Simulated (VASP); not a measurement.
The system is Mo.

```xyz
1
Lattice="2.7355 0.0000 0.0000 -1.3678 2.3690 0.0000 0.0000 0.0000 2.5552" Properties=species:S:1:pos:R:3 pbc="T T T"
Mo    0.0000    0.0000    1.2776
```

This isn't the form of Mo at room conditions, which is bcc.

Base run:

```yaml
Program: VASP 6.6.1
Functional: BLYP
Potentials_or_basis: VASP PAW PBE potentials, release 64 (Mo_sv)
Cutoff: 520 eV
k_mesh: 13 × 13 × 12
Occupations: fermi-dirac, width 0.1 eV
Spin: no spin polarisation
```

Its results: band gap on the k mesh zero (bands 7 and 8 overlap by 1.92 eV); pressure 13.4 GPa.

The run is repeated on the same cell with these changes: functional from BLYP to PBEsol. What comes out?

Band gap on the k mesh zero (bands 7 and 8 overlap by 1.80 eV); pressure -3.3 GPa.

PBEsol binds more tightly than BLYP, so the same cell stands under less pressure.

Caveats: the PAW data sets were made with another functional, which shifts forces and pressure a little; the cell stands under pressure (at least some runs); the cell stands under tension (at least some runs).
